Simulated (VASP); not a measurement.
Set up this calculation in VASP 6.6.1, as the native input.

```
Task                   : relaxation of cell and atoms
Functional             : PBE
Potentials or basis    : VASP PAW PBE potentials, release 64 (Zr_sv, B)
Cutoff                 : 500 eV
k mesh                 : 9 × 9 × 12
Occupations            : gaussian, width 0.1 eV
Spin                   : no spin polarisation
Dipole correction      : no
Further INCAR settings : ALGO = Normal; EDIFF = 1e-07; IBRION = 2; EDIFFG = -0.01; NSW = 100; ISIF = 3
```

The structure of ZrB6 lies in POSCAR:

```
ZrB6
1.0
    5.5185235817      0.0000000000      0.0000000000
   -2.7592617908      4.7791816131      0.0000000000
    0.0000000000      0.0000000000      3.1414502459
Zr B
1 6
Direct
    0.0000000000      0.0000000000      0.0000000000
    0.2290159935      0.4580319869      0.0000000000
    0.5419680131      0.7709840065      0.0000000000
    0.2290159935      0.7709840065      0.0000000000
    0.7709840065      0.5419680131      0.0000000000
    0.4580319869      0.2290159935      0.0000000000
    0.7709840065      0.2290159935      0.0000000000
```

These files were run (other wordings do the same):

INCAR

```
PREC = Accurate ; ENCUT = 500
EDIFF = 1E-7 ; ISMEAR = 0
SIGMA = 0.1 ; LREAL = False
LASPH = True ; NELM = 120
ALGO = Normal ; ISIF = 3
LWAVE = False ; LCHARG = False
GGA = PE ; IBRION = 2
NSW = 100 ; EDIFFG = -0.01
GGA_COMPAT = False ; NELMIN = 4
```

KPOINTS

```
regular mesh
0
Gamma
  9 9 12
```

Potentials or basis: VASP PAW PBE potentials, release 64 (Zr_sv, B).

Command:

```bash
$ cat potpaw_PBE.64/Zr_sv/POTCAR potpaw_PBE.64/B/POTCAR > POTCAR
$ mpirun -np 1 vasp_std > vasp.out
```

Results of the run:

| Quantity | Value |
| --- | --- |
| Relaxed volume | 11.74 Å³/atom |
| Relaxed cell | a = 5.521 Å, b = 5.521 Å, c = 3.112 Å, α = 90.00°, β = 90.00°, γ = 120.00° |
| Space group after relaxing (to 0.05 Å) | P6/mmm (No. 191) |
| Energy gained by relaxing | 0.3 meV/atom |
| Ionic steps | 7 |
| Pressure after relaxing | 0.0 GPa |
| Band gap on the k mesh | zero (band 15 reaches 5.60 eV, above the bottom of band 16 at 3.97 eV) |

Run time: 5.3 min on 1 thread of Intel(R) Xeon(R) 6975P-C (Granite Rapids) (shared host), peak memory 0.27 GiB.
